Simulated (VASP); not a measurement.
# Al2O3 (R-3c) in VASP: further runs

The runs below take Al2O3 through single point, with PBEsol.

Program: VASP 6.6.1. These are calculated values, not measurements. Logs are shortened: lines on timing, memory, paths and dates and some standing lists are left out, and cuts for length are marked.

### 1 The cell of the first run

Symmetry: R-3c, No. 167, trigonal system. Conventional cell: a = 5.142 Å, b = 5.142 Å, c = 11.214 Å, α = 90.00°, β = 90.00°, γ = 120.00°. Within 2.5 Å of Al (site symmetry 3) lie 6 O at 1.87 to 1.98 Å and 1 Al at 2.03 Å. Within 2.6 Å of O (site symmetry 2) lie 4 Al at 1.87 to 1.98 Å and 6 O at 2.45 to 2.59 Å.

### 2 Single point, PBEsol

The input, INCAR:

```
SYSTEM = Al2O3
PREC     = Accurate       ! precision mode
ENCUT    = 520            ! plane-wave cutoff, eV
EDIFF    = 1E-7           ! SCF threshold, eV
ISMEAR   = 0              ! smearing method
SIGMA    = 0.05           ! smearing width, eV
LREAL    = .False.        ! projectors in reciprocal space
LASPH    = .True.         ! aspherical terms in the spheres
NELM     = 100            ! most SCF steps
ALGO     = Normal         ! electronic algorithm
ISIF     = 2              ! what is computed and relaxed
LWAVE    = .False.        ! write WAVECAR
LCHARG   = .False.        ! write CHGCAR
GGA      = PS             ! functional
NBANDS   = 35             ! bands
```

The input, KPOINTS:

```
Automatic mesh
0
Gamma
  6 6 6
  0 0 0
```

The input, POSCAR:

```
Al2O3
1.0
    2.5709366441      1.4843309635      3.7381418805
   -2.5709366441      1.4843309635      3.7381418805
    0.0000000000     -2.9686619271      3.7381418805
Al O
4 6
Direct
    0.8405082487      0.8405082487      0.8405082487
    0.6594917513      0.6594917513      0.6594917513
    0.1594917513      0.1594917513      0.1594917513
    0.3405082487      0.3405082487      0.3405082487
    0.0558571577      0.4441428423      0.7500000000
    0.7500000000      0.0558571577      0.4441428423
    0.4441428423      0.7500000000      0.0558571577
    0.9441428423      0.5558571577      0.2500000000
    0.2500000000      0.9441428423      0.5558571577
    0.5558571577      0.2500000000      0.9441428423
```

Potentials or basis: VASP PAW PBE potentials, release 64 (Al, O).

The run is started by

```sh
$ cat potpaw_PBE.64/Al/POTCAR potpaw_PBE.64/O/POTCAR > POTCAR
$ mpirun -np 1 vasp_std > vasp.out
```

OUTCAR:

```text
SYSTEM = Al2O3
   PREC = Accurate
   ENCUT = 520
   EDIFF = 1E-7
   ISMEAR = 0
   LREAL = .False.
   LASPH = .True.
   NELM = 100
   ISIF = 2
   GGA = PS

 ion  position               nearest neighbor table
   1  0.841  0.841  0.841-   7 1.87   5 1.87   6 1.87   9 1.98   8 1.98  10 1.98   2 2.03   3 2.97
                             3 2.97   3 2.97
   2  0.659  0.659  0.659-   6 1.87   5 1.87   7 1.87  10 1.98   8 1.98   9 1.98   1 2.03   4 2.97
                             4 2.97   4 2.97
   3  0.159  0.159  0.159-  10 1.87   8 1.87   9 1.87   6 1.98   5 1.98   7 1.98   4 2.03   1 2.97
                             1 2.97   1 2.97
   4  0.341  0.341  0.341-   9 1.87   8 1.87  10 1.87   7 1.98   5 1.98   6 1.98   3 2.03   2 2.97
                             2 2.97   2 2.97
   5  0.056  0.444  0.750-   1 1.87   2 1.87   3 1.98   4 1.98
   6  0.750  0.056  0.444-   2 1.87   1 1.87   3 1.98   4 1.98
   7  0.444  0.750  0.056-   1 1.87   2 1.87   4 1.98   3 1.98
   8  0.944  0.556  0.250-   3 1.87   4 1.87   1 1.98   2 1.98
   9  0.250  0.944  0.556-   4 1.87   3 1.87   1 1.98   2 1.98
  10  0.556  0.250  0.944-   3 1.87   4 1.87   2 1.98   1 1.98

  LATTYP: Found a trigonal (rhomboedric) cell.
 ALAT       =     4.7735373002
 COS(alpha) =     0.4198609445

  Lattice vectors:

 A1 = (   2.5709366441,   1.4843309635,   3.7381418805)
 A2 = (  -2.5709366441,   1.4843309635,   3.7381418805)
 A3 = (   0.0000000000,  -2.9686619271,   3.7381418805)

Analysis of symmetry for initial positions (statically):
=====================================================================
 Subroutine PRICEL returns:
 Original cell was already a primitive cell.

 Routine SETGRP: Setting up the symmetry group for a
 trigonal (rhombohedral) supercell.

 Subroutine GETGRP returns: Found 12 space group operations
 (whereof  6 operations were pure point group operations)
 out of a pool of 12 trial point group operations.

The static configuration has the point symmetry S_6 .
 The point group associated with its full space group is D_3d.

Analysis of symmetry for dynamics (positions and initial velocities):
=====================================================================
 Subroutine PRICEL returns:
 Original cell was already a primitive cell.

 Routine SETGRP: Setting up the symmetry group for a
 trigonal (rhombohedral) supercell.

 Subroutine GETGRP returns: Found 12 space group operations
 (whereof  6 operations were pure point group operations)
 out of a pool of 12 trial point group operations.

The dynamic configuration has the point symmetry S_6 .
 The point group associated with its full space group is D_3d.

 Subroutine INISYM returns: Found 12 space group operations
 (whereof  6 operations are pure point group operations),
 and found     1 'primitive' translations

----------------------------------------------------------------------------------------

                                     Primitive cell

  volume of cell :      85.5912

  direct lattice vectors                    reciprocal lattice vectors
     2.570936644  1.484330963  3.738141881     0.194481650  0.112284033  0.089170862
    -2.570936644  1.484330963  3.738141881    -0.194481650  0.112284033  0.089170862
     0.000000000 -2.968661927  3.738141881     0.000000000 -0.224568066  0.089170862

  length of vectors
     4.773537300  4.773537300  4.773537300     0.241624210  0.241624210  0.241624210

  position of ions in fractional coordinates (direct lattice)
     0.840508249  0.840508249  0.840508249
     0.659491751  0.659491751  0.659491751
     0.159491751  0.159491751  0.159491751
     0.340508249  0.340508249  0.340508249
     0.055857158  0.444142842  0.750000000
     0.750000000  0.055857158  0.444142842
     0.444142842  0.750000000  0.055857158
     0.944142842  0.555857158  0.250000000
     0.250000000  0.944142842  0.555857158
     0.555857158  0.250000000  0.944142842

  ion indices of the primitive-cell ions
   primitive index   ion index
                 1           1
                 2           2
                 3           3
                 4           4
                 5           5
                 6           6
                 7           7
                 8           8
                 9           9
                10          10

----------------------------------------------------------------------------------------

 KPOINTS: Automatic mesh

Automatic generation of k-mesh.
 Grid dimensions read from file:
 generate k-points for:    6    6    6

 Generating k-lattice:

  Cartesian coordinates                     Fractional coordinates (reciprocal lattice)
     0.032413608  0.018714005  0.014861810     0.166666667  0.000000000  0.000000000
    -0.032413608  0.018714005  0.014861810     0.000000000  0.166666667  0.000000000
     0.000000000 -0.037428011  0.014861810     0.000000000  0.000000000  0.166666667

  Length of vectors
     0.040270702  0.040270702  0.040270702

[... 43 lines left out ...]
   NFREE  =      0    steps in history (QN), initial steepest desc. (CG)
   ISIF   =      2    stress and relaxation
   ISYM   =      2    0-nonsym 1-usesym 2-fastsym
   POTIM  = 0.5000    time-step for ionic-motion
   TEBEG  =    0.0;   TEEND  =   0.0 temperature during run
   PSTRESS=    0.0 pullay stress
   NELECT =      48.0000    total number of electrons
   NUPDOWN=      -1.0000    fix difference up-down
   EMIN   =  10.00;   EMAX   =-10.00  energy-range for DOS
   EFERMI =   0.00;   METHOD = LEGACY
   ISMEAR =     0;   SIGMA  =   0.05  broadening in eV -4-tet -1-fermi 0-gaus
   EFERMI_NEDOS =   21; number of points for ismear=-14 and -15
   IALGO  =     38    algorithm
   IMIX   =      4    mixing-type and parameters
     AMIX     =   0.40;   BMIX     =  1.00
     AMIX_MAG =   1.60;   BMIX_MAG =  1.00
  volume/ion in A,a.u.               =       8.56        57.76
  Fermi-wavevector in a.u.,A,eV,Ry     =   1.350037  2.551199 24.797961  1.822599
  Thomas-Fermi vector in A             =   2.477574
   LORBIT       =      0    0 simple, 1 ext, 2 COOP (PROOUT), +10 PAW based schemes
   GGA     = PS    functional components
   LHFCALC =     F    Hartree Fock is set to
   AEXX    =    0.0000 exact exchange contribution
   IVDW    =     0    specifies the selected vdW correction
   LEPSILON=     F    determine dielectric tensor
   LRPA    =     F    only Hartree local field effects (RPA)
 non-spin polarized calculation
 Gauss-broadening in eV      SIGMA  =   0.05
  energy-cutoff  :      520.00
  volume of cell :       85.59
 maximum number of plane-waves:      2339
   NGX = 17   NGY = 17   NGZ = 17

 number of electron      47.9999979 magnetization

 Free energy of the ion-electron system (eV)
  ---------------------------------------------------
  ext. energy  EPLUGINS =         0.00000000
  ---------------------------------------------------
  free energy    TOTEN  =       -72.61157021 eV

  energy without entropy =      -72.61157021  energy(sigma->0) =      -72.61157021

 E-fermi :   7.2013     XC(G=0): -11.8922

 val. band max:        6.9971682957   @ k =   0.0000   0.0000   0.0000
 cond. band min:      10.9860526673   @ k =   0.0000   0.0000   0.0000
 fundamental gap:      3.9888843716
 Fermi energy:         7.2012571022

 k-point     1 :       0.0000    0.0000    0.0000
  band No.  band energies     occupation
      1     -13.2671      2.00000
      2     -10.8248      2.00000
      3     -10.8248      2.00000
      4     -10.2572      2.00000
      5     -10.2572      2.00000
      6     -10.0209      2.00000
[... 27 lines left out ...]
     34      19.0155      0.00000
     35      19.9267      0.00000

 k-point     2 :       0.1667   -0.0000    0.0000
  band No.  band energies     occupation
      1     -13.1372      2.00000
      2     -11.0471      2.00000
      3     -10.8123      2.00000
      4     -10.3231      2.00000
      5     -10.2241      2.00000
      6     -10.0087      2.00000
[... 828 lines left out ...]
 k-point    24 :      -0.3333    0.5000    0.1667
  band No.  band energies     occupation
      1     -11.9719      2.00000
      2     -11.5838      2.00000
      3     -11.2421      2.00000
      4     -11.0241      2.00000
      5     -10.2614      2.00000
      6     -10.0663      2.00000
[... 27 lines left out ...]
     34      18.8924      0.00000
     35      19.1096      0.00000

 [... further k-points ...]

------------------------ aborting loop because EDIFF is reached ----------------------------------------

  FORCE on cell =-STRESS in cart. coord.  units (eV):
  Direction    XX          YY          ZZ          XY          YZ          ZX
  --------------------------------------------------------------------------------------
  -------------------------------------------------------------------------------------
  Total      -14.0517007    -14.0517007     45.1496119      0.0000000     -0.0000000      0.0000000
  in kB     -263.0330505   -263.0330504    845.1532220      0.0000000     -0.0000000      0.0000000
  external PRESSURE =     106.3623737 kB  Pullay stress =       0.0000000 kB

 VOLUME and BASIS-vectors are now :
 -----------------------------------------------------------------------------
  energy-cutoff  :      520.00
  volume of cell :       85.59
      direct lattice vectors                 reciprocal lattice vectors
     2.570936644  1.484330963  3.738141881     0.194481650  0.112284033  0.089170862
    -2.570936644  1.484330963  3.738141881    -0.194481650  0.112284033  0.089170862
     0.000000000 -2.968661927  3.738141881     0.000000000 -0.224568066  0.089170862

 POSITION                                       TOTAL-FORCE (eV/Angst)
 -----------------------------------------------------------------------------------
      0.00000     -0.00000      9.42582         0.000000     -0.000000      8.301367
      0.00000     -0.00000      7.39582         0.000000      0.000000     -8.301367
      0.00000     -0.00000      1.78861         0.000000      0.000000     -8.301367
      0.00000     -0.00000      3.81860         0.000000     -0.000000      8.301367
     -0.99826     -1.48433      4.67268        -0.244024     -0.000000     -0.000000
      1.78460     -0.12235      4.67268         0.122012     -0.211331     -0.000000
     -0.78634      1.60668      4.67268         0.122012      0.211331     -0.000000
      0.99826      1.48433      6.54175         0.244024     -0.000000     -0.000000
     -1.78460      0.12235      6.54175        -0.122012      0.211331     -0.000000
      0.78634     -1.60668      6.54175        -0.122012     -0.211331     -0.000000
 -----------------------------------------------------------------------------------
    total drift:                               -0.000000      0.000000     -0.000000

  FREE ENERGIE OF THE ION-ELECTRON SYSTEM (eV)
  ---------------------------------------------------
  free  energy   TOTEN  =       -72.6115702079 eV

  energy  without entropy=      -72.6115702079  energy(sigma->0) =      -72.61157021
```

Wall time 2.3 min (1 thread of Intel Xeon 8259CL, shared host); peak memory 0.23 GiB.

Results:

* Free energy: -72.6116 eV
* Pressure: 10.6 GPa
* Largest force: 8.301 eV/Å
* Band gap on the k mesh: 3.99 eV

Forces in eV/Å, atoms in the order of the input:
```
Al   0.000  0.000  8.301
Al   0.000  0.000 -8.301
Al   0.000  0.000 -8.301
Al   0.000  0.000  8.301
O   -0.244  0.000  0.000
O    0.122 -0.211  0.000
O    0.122  0.211  0.000
O    0.244  0.000  0.000
O   -0.122  0.211  0.000
O   -0.122 -0.211  0.000
```

Stress tensor (GPa, compression positive):
```
-26.30   0.00   0.00
  0.00 -26.30   0.00
  0.00   0.00  84.52
```

Levels at points of the mesh, in eV from the valence-band top:
```
           k point  band 20  band 21  band 22  band 23  band 24  band 25  band 26  band 27  band 28  band 29
(0.00, 0.00, 0.00)    -1.18    -1.18    -1.03    -1.03     0.00     3.99     6.23     8.31     9.63     9.92
(0.50, 0.00, 0.00)    -2.01    -1.30    -1.30    -0.79    -0.79     6.84     6.84     8.05     8.05     9.05
(0.50, 0.50, 0.00)    -2.13    -1.66    -1.61    -1.32    -0.50     6.58     7.32     7.41     8.12     9.00
(0.50, 0.50, 0.50)    -2.65    -1.77    -1.77    -1.77    -1.77     6.36     6.36     8.76     8.76    10.98
```

Caveat: the stress differs along the axes, from -26 to 85 GPa; the PAW data sets were made with another functional, which shifts forces and pressure a little.

### 3 Single point, PBEsol

The input, INCAR:

```
PREC = Accurate ; ENCUT = 520
EDIFF = 1E-6 ; ISMEAR = 0
SIGMA = 0.05 ; LREAL = F
LASPH = T ; NELM = 80
ALGO = Normal ; ISIF = 2
LWAVE = F ; LCHARG = T
GGA = PS ; LELF = T
LVHAR = T ; NBANDS = 35
```

The input, KPOINTS:

```
Automatic mesh
0
Gamma
  6 6 6
```

Edit POSCAR of step 2 so:

```diff
@@ -8,6 +8,6 @@
 Direct
-    0.8405082487      0.8405082487      0.8405082487
-    0.6594917513      0.6594917513      0.6594917513
-    0.1594917513      0.1594917513      0.1594917513
-    0.3405082487      0.3405082487      0.3405082487
+    0.8635618459      0.8635618459      0.8635618459
+    0.6364381541      0.6364381541      0.6364381541
+    0.1364381541      0.1364381541      0.1364381541
+    0.3635618459      0.3635618459      0.3635618459
     0.0558571577      0.4441428423      0.7500000000
```

Potentials or basis: VASP PAW PBE potentials, release 64 (Al, O).

The run is started by

```sh
$ cat potpaw_PBE.64/Al/POTCAR potpaw_PBE.64/O/POTCAR > POTCAR
$ mpirun -np 1 vasp_std > vasp.out
```

It took 2.1 min on 1 thread of Intel Xeon 8259CL, shared host; peak memory 0.23 GiB.

It converged, with:

* Free energy: -75.7817 eV
* Pressure: -2.3 GPa
* Largest force: 0.671 eV/Å
* Band gap on the k mesh: 3.22 eV

Forces in eV/Å, atoms in the order of the input:
```
Al   0.000  0.000 -0.671
Al   0.000  0.000  0.671
Al   0.000  0.000  0.671
Al   0.000  0.000 -0.671
O   -0.316  0.000  0.000
O    0.158 -0.274  0.000
O    0.158  0.274  0.000
O    0.316  0.000  0.000
O   -0.158  0.274  0.000
O   -0.158 -0.274  0.000
```

Stress tensor (GPa, compression positive):
```
-23.35   0.00   0.00
  0.00 -23.35   0.00
  0.00   0.00  39.82
```

Levels at points of the mesh, in eV from the valence-band top:
```tsv
k point	band 22	band 23	band 24	band 25	band 26	band 27
(0.00, 0.00, 0.00)	-1.17	-1.17	0.00	3.22	6.58	7.06
(0.50, 0.00, 0.00)	-1.52	-0.79	-0.79	5.79	5.79	7.86
(0.50, 0.50, 0.00)	-1.82	-1.14	-0.70	5.78	6.02	7.40
(0.50, 0.50, 0.50)	-1.98	-1.98	-1.98	5.84	5.84	8.16
```

Caveat: the stress differs along the axes, from -23 to 40 GPa; the PAW data sets were made with another functional, which shifts forces and pressure a little.

### 4 Single point, PBEsol

This run uses another cell than the first one, of the same volume but with other edges.

The input, INCAR:

```
SYSTEM = Al2O3
  PREC = Accurate
  ENCUT = 520
  EDIFF = 1E-7
  ISMEAR = 0
  SIGMA = 0.05
  LREAL = .FALSE.
  LASPH = .TRUE.
  NELM = 60
  ALGO = Normal
  ISIF = 2
  LWAVE = .FALSE.
  LCHARG = .FALSE.
  GGA = PS
  NBANDS = 35
```

The input, KPOINTS:

```
Automatic mesh
0
G
  6 6 6
  0 0 0
```

Edit POSCAR of step 3 so:

```diff
@@ -2,5 +2,5 @@
 1.0
-    2.5709366441      1.4843309635      3.7381418805
-   -2.5709366441      1.4843309635      3.7381418805
-    0.0000000000     -2.9686619271      3.7381418805
+    2.3358509594      1.3486041802      4.5284363933
+   -2.3358509594      1.3486041802      4.5284363933
+    0.0000000000     -2.6972083604      4.5284363933
 Al O
```

The run is started by

```sh
$ cat potpaw_PBE.64/Al/POTCAR potpaw_PBE.64/O/POTCAR > POTCAR
$ mpirun -np 1 vasp_std > vasp.out
```

It took 3 min on 1 thread of Intel Xeon 8259CL, shared host; peak memory 0.26 GiB.

Results (log left out):

| Item | Value |
| --- | --- |
| Free energy | -77.4818 eV |
| Pressure | 7.5 GPa |
| Largest force | 2.324 eV/Å |
| Band gap on the k mesh | 5.63 eV |

Forces in eV/Å, atoms in the order of the input:
```
Al   0.000  0.000 -2.324
Al   0.000  0.000  2.324
Al   0.000  0.000  2.324
Al   0.000  0.000 -2.324
O   -0.309  0.000  0.000
O    0.154 -0.268  0.000
O    0.154  0.268  0.000
O    0.309  0.000  0.000
O   -0.154  0.268  0.000
O   -0.154 -0.268  0.000
```

Stress tensor (GPa, compression positive):
```
 18.79   0.00   0.00
  0.00  18.79   0.00
  0.00   0.00 -15.07
```

Levels at points of the mesh, in eV from the valence-band top:
| k point | band 20 | band 21 | band 22 | band 23 | band 24 | band 25 | band 26 | band 27 | band 28 | band 29 |
| --- | --- | --- | --- | --- | --- | --- | --- | --- | --- | --- |
| (0.00, 0.00, 0.00) | -0.59 | -0.59 | -0.44 | 0.00 | 0.00 | 5.63 | 9.52 | 9.56 | 10.67 | 10.67 |
| (0.50, 0.00, 0.00) | -1.30 | -1.21 | -1.21 | -0.46 | -0.46 | 8.75 | 8.75 | 8.86 | 8.86 | 11.02 |
| (0.50, 0.50, 0.00) | -1.37 | -1.34 | -0.97 | -0.90 | -0.60 | 9.17 | 9.28 | 9.63 | 9.70 | 9.77 |
| (0.50, 0.50, 0.50) | -2.14 | -0.35 | -0.35 | -0.35 | -0.35 | 8.43 | 8.43 | 9.69 | 9.69 | 11.97 |

Caveat: the stress differs along the axes, from -15 to 19 GPa; the PAW data sets were made with another functional, which shifts forces and pressure a little.

### 5 Summary

| cell | gap on the mesh (eV) | pressure (GPa) | largest force (eV/Å) |
| --- | --- | --- | --- |
| a = 4.774 Å, angles 65.2°, 10 atoms, atomic positions A | 3.99 | 10.6 | 8.30 |
| a = 4.774 Å, angles 65.2°, 10 atoms, atomic positions B | 3.22 | -2.3 | 0.67 |
| a = 5.271 Å, angles 52.6°, 10 atoms, atomic positions B | 5.63 | 7.5 | 2.32 |

Alike in all rows: task single point; level PBEsol; potentials or basis VASP PAW PBE potentials, release 64 (Al, O); no spin polarisation; k mesh 6 × 6 × 6; cutoff (eV) 520; smearing gaussian 0.05 eV.

Caveats: the PAW data sets were made with another functional, which shifts forces and pressure a little; the stress differs along the axes, from -26 to 85 GPa (at least some runs); the stress differs along the axes, from -23 to 40 GPa (at least some runs); the stress differs along the axes, from -15 to 19 GPa (at least some runs).

Total energies depend on the potentials used, so only differences within one code and one set of settings carry meaning.
